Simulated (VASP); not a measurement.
Write the native input for VASP 6.6.1 that does the following.

| Property | Result |
| --- | --- |
| Task | electric field gradients |
| Functional | PBEsol |
| Potentials or basis | VASP PAW PBE potentials, release 64 (Ti_sv, B) |
| Cutoff | 520 eV |
| k mesh | 15 × 15 × 13 |
| Occupations | fermi-dirac, width 0.08 eV |
| Spin | no spin polarisation |
| Dipole correction | no |
| Further INCAR settings | ALGO = Normal; EDIFF = 1e-08; NBANDS = 16 |

The structure of TiB2 lies in POSCAR:

```
TiB2
1.0
    3.0291982016     -0.0454379730     -0.0454379730
   -1.5539495397      2.6460815822     -0.0166314524
   -0.0484260000     -0.0484260000      3.2284000000
Ti B
1 2
Direct
    0.0000000000      0.0000000000      0.0000000000
    0.3333333333      0.6666666667      0.5000000000
    0.6666666667      0.3333333333      0.5000000000
```

This cell differs from its parent crystal: equal xy, yz and zx shear strains of -3 %.

The input as run:

INCAR

```
SYSTEM = TiB2
PREC = Accurate ; ENCUT = 520
EDIFF = 1E-8 ; ISMEAR = -1
SIGMA = 0.08 ; LREAL = .FALSE.
LASPH = .TRUE. ; NELM = 100
ALGO = Normal ; ISIF = 2
LWAVE = .FALSE. ; LCHARG = .FALSE.
GGA = PS ; LEFG = .TRUE.
NBANDS = 16
```

KPOINTS

```
regular mesh
0
G
  15 15 13
  0 0 0
```

Potentials or basis: VASP PAW PBE potentials, release 64 (Ti_sv, B).

The run is started by

```sh
$ cat potpaw_PBE.64/Ti_sv/POTCAR potpaw_PBE.64/B/POTCAR > POTCAR
$ mpirun -np 1 vasp_std > vasp.out
```

Results of the run:

| Quantity | Value |
| --- | --- |
| Pressure | -4.0 GPa |
| Largest force | 0.105 eV/Å |
| Band gap on the k mesh | zero (bands 9 and 10 overlap by 0.40 eV) |
| Largest electric field gradient by atom | Ti +28.4; B +4.9 V/Å² |

Caveat: the cell differs from its parent crystal (equal xy, yz and zx shear strains of -3 %); the cell stands under tension; without QUAD_EFG the Cq values of the log hold for a quadrupole moment of 1 mb, not for the nuclei; the PAW data sets were made with another functional, which shifts forces and pressure a little.

Run time: 6.9 min on 1 thread of Intel(R) Xeon(R) Platinum 8259CL CPU @ 2.50GHz (Skylake/Cascade Lake), with other jobs on the host, peak memory 0.64 GiB.
